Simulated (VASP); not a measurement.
# Si in VASP: single point with LDA

Aim: the single point of Si with LDA.

All numbers are computed with VASP 6.6.1; they aren't measurements. Logs are shortened: lines on timing, memory, paths and dates and some standing lists are left out, and cuts for length are marked.

### 1 The cell of the first run

The typed cell holds 8 atoms: a = 5.179 Å, b = 5.179 Å, c = 5.473 Å, α = 92.76°, β = 92.75°, γ = 53.87°.

### 2 Single point, LDA

Contents of INCAR:

```
SYSTEM = Si
ALGO = Normal ; EDIFF = 1E-6
ENCUT = 520 ; GGA = CA
ISIF = 2 ; ISMEAR = 0
LASPH = .True. ; LCHARG = .True.
LELF = .True. ; LREAL = .False.
LVHAR = .True. ; LWAVE = .False.
NBANDS = 26 ; NELM = 60
PREC = Accurate ; SIGMA = 0.15
```

Contents of KPOINTS:

```
k-points
0
Gamma
  8 8 6
  0 0 0
```

Contents of POSCAR:

```
Si
1.0
    4.6153977244     -2.3461848387     -0.1240912484
    4.6155756848      2.3457850821     -0.1251215203
   -0.1473831499      0.0008178918      5.4714474973
Si
8
Direct
    0.5365518482      0.5365541638      0.7865015460
    0.4634484574      0.4634448082      0.2134951397
    1.0365480303      0.0365495379      0.2864965025
   -0.0365418788      0.9634462038      0.7135015212
    0.7134336499      0.7134650037      0.4635041143
    0.2134659075      0.2134303230     -0.0364976602
    0.2865287661      0.2865700894      0.5364964992
    0.7865652192      0.7865398702      0.0365023371
```

Potentials or basis: VASP PAW LDA potentials, release 64 (Si).

The run is started by

```sh
> cat potpaw_LDA.64/Si/POTCAR > POTCAR
> mpirun -np 1 vasp_std > vasp.out
```

OUTCAR:

```text
SYSTEM = Si
   EDIFF = 1E-6
   ENCUT = 520
   GGA = CA
   ISIF = 2
   ISMEAR = 0
   LASPH = .True.
   LREAL = .False.
   NELM = 60
   PREC = Accurate

 ion  position               nearest neighbor table
   1  0.537  0.537  0.787-   2 2.47   4 2.47   4 2.47   5 2.47   8 2.62   7 2.62   6 2.99   6 2.99

   2  0.463  0.463  0.213-   1 2.47   3 2.47   3 2.47   7 2.47   6 2.62   5 2.62   8 2.99   8 2.99

   3  0.037  0.037  0.286-   4 2.47   2 2.47   2 2.47   6 2.47   8 2.62   7 2.62   5 2.99   5 2.99

   4  0.963  0.963  0.714-   3 2.47   1 2.47   1 2.47   8 2.47   6 2.62   5 2.62   7 2.99   7 2.99

   5  0.713  0.713  0.464-   8 2.47   7 2.47   7 2.47   1 2.47   4 2.62   2 2.62   3 2.99   3 2.99

   6  0.213  0.213  0.964-   7 2.47   8 2.47   8 2.47   3 2.47   2 2.62   4 2.62   1 2.99   1 2.99

   7  0.287  0.287  0.536-   6 2.47   5 2.47   5 2.47   2 2.47   3 2.62   1 2.62   4 2.99   4 2.99

   8  0.787  0.787  0.037-   5 2.47   6 2.47   6 2.47   4 2.47   3 2.62   1 2.62   2 2.99   2 2.99

  LATTYP: Found a triclinic cell.
 ALAT       =     5.1789865754
 B/A-ratio  =     2.1211530929
 C/A-ratio  =     0.9059629657
 COS(alpha) =     0.0000358852
 COS(beta)  =     0.4529819738
 COS(gamma) =     0.7733667980

  Lattice vectors:

 A1 = (   4.6155756848,   2.3457850821,  -0.1251215203)
 A2 = (   9.3783565591,  -0.0012176484,  -5.7206602660)
 A3 = (   0.0001779604,   4.6919699208,  -0.0010302719)

Analysis of symmetry for initial positions (statically):
=====================================================================
 Subroutine PRICEL returns:
 Original cell was already a primitive cell.

 Routine SETGRP: Setting up the symmetry group for a
 triclinic supercell.

 Subroutine GETGRP returns: Found  1 space group operations
 (whereof  1 operations were pure point group operations)
 out of a pool of  2 trial point group operations.

The static configuration has the point symmetry C_1 .

Analysis of symmetry for dynamics (positions and initial velocities):
=====================================================================
 Subroutine PRICEL returns:
 Original cell was already a primitive cell.

 Routine SETGRP: Setting up the symmetry group for a
 triclinic supercell.

 Subroutine GETGRP returns: Found  1 space group operations
 (whereof  1 operations were pure point group operations)
 out of a pool of  2 trial point group operations.

The dynamic configuration has the point symmetry C_1 .

 Subroutine INISYM returns: Found  1 space group operations
 (whereof  1 operations are pure point group operations),
 and found     1 'primitive' translations

----------------------------------------------------------------------------------------

                                     Primitive cell

  volume of cell :     118.4020

  direct lattice vectors                    reciprocal lattice vectors
     4.615397724 -2.346184839 -0.124091248     0.108401399 -0.213133559  0.002951844
     4.615575685  2.345785082 -0.125121520     0.108418151  0.213126618  0.002888576
    -0.147383150  0.000817892  5.471447497     0.004937836  0.000039974  0.182899995

  length of vectors
     5.178984272  5.178986575  5.473432212     0.239134880  0.239135515  0.182966642

  position of ions in fractional coordinates (direct lattice)
     0.536551848  0.536554164  0.786501546
     0.463448457  0.463444808  0.213495140
     0.036548030  0.036549538  0.286496503
     0.963458121  0.963446204  0.713501521
     0.713433650  0.713465004  0.463504114
     0.213465908  0.213430323  0.963502340
     0.286528766  0.286570089  0.536496499
     0.786565219  0.786539870  0.036502337

  ion indices of the primitive-cell ions
   primitive index   ion index
                 1           1
                 2           2
                 3           3
                 4           4
                 5           5
                 6           6
                 7           7
                 8           8

----------------------------------------------------------------------------------------

 KPOINTS: k-points

Automatic generation of k-mesh.
 Grid dimensions read from file:
 generate k-points for:    8    8    6

 Generating k-lattice:

  Cartesian coordinates                     Fractional coordinates (reciprocal lattice)
     0.013550175 -0.026641695  0.000368981     0.125000000 -0.000000000 -0.000000000
     0.013552269  0.026640827  0.000361072    -0.000000000  0.125000000  0.000000000
     0.000822973  0.000006662  0.030483333     0.000000000  0.000000000  0.166666667

  Length of vectors
     0.029891860  0.029891939  0.030494440

  Shift w.r.t. Gamma in fractional coordinates (k-lattice)
     0.000000000  0.000000000  0.000000000

 Subroutine IBZKPT returns following result:
 ===========================================

 Found    196 irreducible k-points:

 Following reciprocal coordinates:
            Coordinates               Weight
  0.000000  0.000000  0.000000      1.000000
  0.125000  0.000000 -0.000000      2.000000
  0.250000  0.000000 -0.000000      2.000000
  0.375000  0.000000 -0.000000      2.000000
  0.500000  0.000000 -0.000000      1.000000
 -0.000000  0.125000 -0.000000      2.000000
[... 16 lines left out ...]
  0.125000  0.375000 -0.000000      2.000000
  0.250000  0.375000 -0.000000      2.000000
 [... further k-points ...]
   k-points           NKPTS =    196   k-points in BZ     NKDIM =    196   number of bands    NBANDS=     26
   number of dos      NEDOS =    301   number of ions     NIONS =      8
   total plane-waves  NPLWV =  67200
   dimension x,y,z NGX =    40 NGY =   40 NGZ =   42
   dimension x,y,z NGXF=    80 NGYF=   80 NGZF=   84
   ions per type =               8
   NGX,Y,Z   is equivalent  to a cutoff of  12.84, 12.84, 12.76 a.u.
   NGXF,Y,Z  is equivalent  to a cutoff of  25.68, 25.68, 25.51 a.u.
 SYSTEM =  Si
   PREC   = accura    normal or accurate (medium, high low for compatibility)
   ISTART =      0    job   : 0-new  1-cont  2-samecut
   ICHARG =      2    charge: 1-file 2-atom 10-const
   ISPIN  =      1    spin polarized calculation?
   LNONCOLLINEAR =      F non collinear calculations
   LSORBIT =      F    spin-orbit coupling
   LASPH  =      T    aspherical Exc in radial PAW
   ENCUT  =  520.0 eV  38.22 Ry    6.18 a.u.   9.63  9.63 10.18*2*pi/ulx,y,z
   NELM   =     60;   NELMIN=  2; NELMDL= -5     # of ELM steps
   EDIFF  = 0.1E-05   stopping-criterion for ELM
   LREAL  =      F    real-space projection
   EDIFFG = 0.1E-04   stopping-criterion for IOM
   NSW    =      0    number of steps for IOM
   IBRION =     -1    ionic relax: 0-MD 1-quasi-New 2-CG
   NFREE  =      0    steps in history (QN), initial steepest desc. (CG)
   ISIF   =      2    stress and relaxation
   ISYM   =      2    0-nonsym 1-usesym 2-fastsym
   POTIM  = 0.5000    time-step for ionic-motion
   TEBEG  =    0.0;   TEEND  =   0.0 temperature during run
   PSTRESS=    0.0 pullay stress
   NELECT =      32.0000    total number of electrons
   NUPDOWN=      -1.0000    fix difference up-down
   EMIN   =  10.00;   EMAX   =-10.00  energy-range for DOS
   EFERMI =   0.00;   METHOD = LEGACY
   ISMEAR =     0;   SIGMA  =   0.15  broadening in eV -4-tet -1-fermi 0-gaus
   EFERMI_NEDOS =   21; number of points for ismear=-14 and -15
   IALGO  =     38    algorithm
   IMIX   =      4    mixing-type and parameters
     AMIX     =   0.40;   BMIX     =  1.00
     AMIX_MAG =   1.60;   BMIX_MAG =  1.00
  volume/ion in A,a.u.               =      14.80        99.88
  Fermi-wavevector in a.u.,A,eV,Ry     =   1.058454  2.000187 15.242933  1.120324
  Thomas-Fermi vector in A             =   2.193763
   LORBIT       =      0    0 simple, 1 ext, 2 COOP (PROOUT), +10 PAW based schemes
   GGA     = CA    functional components
   LHFCALC =     F    Hartree Fock is set to
   AEXX    =    0.0000 exact exchange contribution
   IVDW    =     0    specifies the selected vdW correction
   LEPSILON=     F    determine dielectric tensor
   LRPA    =     F    only Hartree local field effects (RPA)
 non-spin polarized calculation
 Gauss-broadening in eV      SIGMA  =   0.15
  energy-cutoff  :      520.00
  volume of cell :      118.40
 maximum number of plane-waves:      3219
   NGX = 19   NGY = 19   NGZ = 21

 number of electron      31.9999998 magnetization

 Free energy of the ion-electron system (eV)
  ---------------------------------------------------
  ext. energy  EPLUGINS =         0.00000000
  ---------------------------------------------------
  free energy    TOTEN  =       -46.01223220 eV

  energy without entropy =      -45.98018197  energy(sigma->0) =      -45.99620708

 E-fermi :   9.5145     XC(G=0): -11.1065

 val. band max:        9.5046726228   @ k =   0.3750   0.5000   0.3333
 cond. band min:       9.5200619563   @ k =   0.5000   0.3750   0.3333
 fundamental gap:      0.0153893335
 Fermi energy:         9.5144924445

 k-point     1 :       0.0000    0.0000    0.0000
  band No.  band energies     occupation
      1      -4.4611      2.00000
      2       0.2266      2.00000
      3       0.2266      2.00000
      4       1.8129      2.00000
      5       2.5304      2.00000
      6       2.9830      2.00000
[... 18 lines left out ...]
     25      15.8568      0.00000
     26      16.7878      0.00000

 k-point     2 :       0.1250    0.0000   -0.0000
  band No.  band energies     occupation
      1      -4.3328      2.00000
      2       0.3011      2.00000
      3       0.3985      2.00000
      4       1.4092      2.00000
      5       1.6397      2.00000
      6       2.4412      2.00000
[... 18 lines left out ...]
     25      16.0416      0.00000
     26      16.0564      0.00000

 k-point     3 :       0.2500    0.0000   -0.0000
  band No.  band energies     occupation
      1      -3.9484      2.00000
      2       0.0769      2.00000
      3       0.6214      2.00000
      4       0.8157      2.00000
      5       1.0017      2.00000
      6       1.7015      2.00000
[... 572 lines left out ...]
 k-point    23 :       0.1250    0.3750   -0.0000
  band No.  band energies     occupation
      1      -3.6326      2.00000
      2      -0.4376      2.00000
      3      -0.3101      2.00000
      4       0.7910      2.00000
      5       1.1985      2.00000
      6       2.7753      2.00000
[... 18 lines left out ...]
     25      14.8012      0.00000
     26      14.9198      0.00000

 k-point    24 :       0.2500    0.3750   -0.0000
  band No.  band energies     occupation
      1      -3.7005      2.00000
      2      -1.1992      2.00000
      3       0.6157      2.00000
      4       0.6311      2.00000
      5       1.1635      2.00000
      6       3.3913      2.00000
[... 18 lines left out ...]
     25      14.0560      0.00000
     26      14.2564      0.00000

 [... further k-points ...]
[... 5 lines left out ...]
  --------------------------------------------------------------------------------------
  -------------------------------------------------------------------------------------
  Total        0.0728975      0.0424168      0.0707876     -0.0011262      0.0048602     -0.0155696
  in kB        0.9864249      0.5739698      0.9578746     -0.0152400      0.0657669     -0.2106831
  external PRESSURE =       0.8394231 kB  Pullay stress =       0.0000000 kB

 VOLUME and BASIS-vectors are now :
 -----------------------------------------------------------------------------
  energy-cutoff  :      520.00
  volume of cell :      118.40
      direct lattice vectors                 reciprocal lattice vectors
     4.615397724 -2.346184839 -0.124091248     0.108401399 -0.213133559  0.002951844
     4.615575685  2.345785082 -0.125121520     0.108418151  0.213126618  0.002888576
    -0.147383150  0.000817892  5.471447497     0.004937836  0.000039974  0.182899995

 POSITION                                       TOTAL-FORCE (eV/Angst)
 -----------------------------------------------------------------------------------
      4.83699      0.00043      4.16959         0.000189     -0.000096     -0.000128
      4.24660     -0.00002      1.05263        -0.000213     -0.000106      0.000215
      0.29516      0.00022      1.55844         0.000346      0.000122      0.000118
      8.78844      0.00017      3.66378        -0.000467      0.000146     -0.000057
      6.51752      0.00017      2.35824        -0.000314     -0.000165     -0.000102
      1.82833      0.00062      5.21856        -0.000209      0.000151     -0.000097
      2.56606      0.00042      2.86400         0.000412     -0.000185      0.000141
      7.25527     -0.00034      0.00370         0.000256      0.000133     -0.000090
 -----------------------------------------------------------------------------------
    total drift:                               -0.000000      0.000000     -0.000000

  FREE ENERGIE OF THE ION-ELECTRON SYSTEM (eV)
  ---------------------------------------------------
  free  energy   TOTEN  =       -46.0122322013 eV

  energy  without entropy=      -45.9801819657  energy(sigma->0) =      -45.99620708
```

Wall time 13 min (1 thread of Oxide Virtual Turin-like, shared host); peak memory 0.45 GiB.

Results:

| Item | Value |
| --- | --- |
| Free energy | -46.0122 eV |
| Pressure | 0.1 GPa |
| Band gap on the k mesh | zero (band 16 reaches 10.89 eV, above the bottom of band 17 at 7.56 eV) |

Caveat: the cell differs from its parent crystal (all atoms moved at random, sigma 0.05 Å a component, cell strained at random, sigma 0.01, then relaxed in part).
